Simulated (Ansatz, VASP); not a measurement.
Ca2AlO in VASP and in Ansatz

```
Ca Al O
1.0
     1.74800    1.00921    6.29005
    -1.74800    1.00921    6.29005
     0.00000   -2.01842    6.29005
Ca Al O
2 1 1
Direct
  0.26389 0.26389 0.26389
  0.73611 0.73611 0.73611
  0.00000 0.00000 0.00000
  0.50000 0.50000 0.50000
```

Change from the starting cell: species swapped into the NaVSe2 type (R-3m, No. 166).

Alike in both runs: task single point; functional PBE; k mesh 6 × 6 × 6; occupations gaussian, width 0.1 eV; no spin polarisation.

|  | VASP | Ansatz |
| --- | --- | --- |
| version | VASP 6.6.1 | Ansatz 0.2.0 |
| potentials or method | VASP PAW PBE potentials, release 64 (Ca_sv, Al, O), cutoff 520 eV | scalar-relativistic, plane waves, PAW |
| valence electrons in the cell | 29 | 29 |

|  | VASP | Ansatz | Ansatz less VASP |
| --- | --- | --- | --- |
| gap on the k mesh at the Fermi level (eV) | none | none | - |
| rms of the force components (eV/Å) | 4.163 | 4.154 | -0.0087 |

Atom by atom the forces differ by 0.009 eV/Å (rms over components). A gap of «none» marks a metal or a gap that the smearing closes. With one functional, cell and mesh, what is left measures potentials, basis and numerics.
